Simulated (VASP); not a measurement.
Pb: single point with LDA

Crystal: Pb.

```
Pb
1.0
     0.00000    2.24586    2.24586
     2.24586    0.00000    2.24586
     2.24586    2.24586    0.00000
Pb
1
Direct
  0.00000 0.00000 0.00000
```

```json
{
 "Program": "VASP 6.6.1",
 "Task": "single point",
 "Functional": "LDA",
 "Potentials or basis": "VASP PAW LDA potentials, release 64 (Pb_d)",
 "Cutoff": "500 eV",
 "k mesh": "15 × 15 × 15",
 "Occupations": "fermi-dirac, width 0.05 eV",
 "Spin": "no spin polarisation",
 "Dipole correction": "no",
 "Further INCAR settings": "ALGO = Normal; EDIFF = 1e-06; NBANDS = 13"
}
```

```yaml
Pressure: 24.2 GPa
Band_gap_on_the_k_mesh: zero (bands 7 and 8 overlap by 11.95 eV)
```

Levels at points of the mesh, in eV from the Fermi level:
| k point | band 4 | band 5 | band 6 | band 7 | band 8 | band 9 | band 10 | band 11 |
| --- | --- | --- | --- | --- | --- | --- | --- | --- |
| (0.00, 0.00, 0.00) | -17.36 | -17.36 | -14.42 | 9.49 | 9.49 | 9.49 | 9.50 | 14.72 |

Run time: 7.3 s on 1 thread of Intel(R) Xeon(R) 6975P-C (Granite Rapids) (shared host), peak memory 0.14 GiB.

Caveat: the cell stands under pressure; spin-orbit coupling is left out, which moves the levels of the heavy elements.
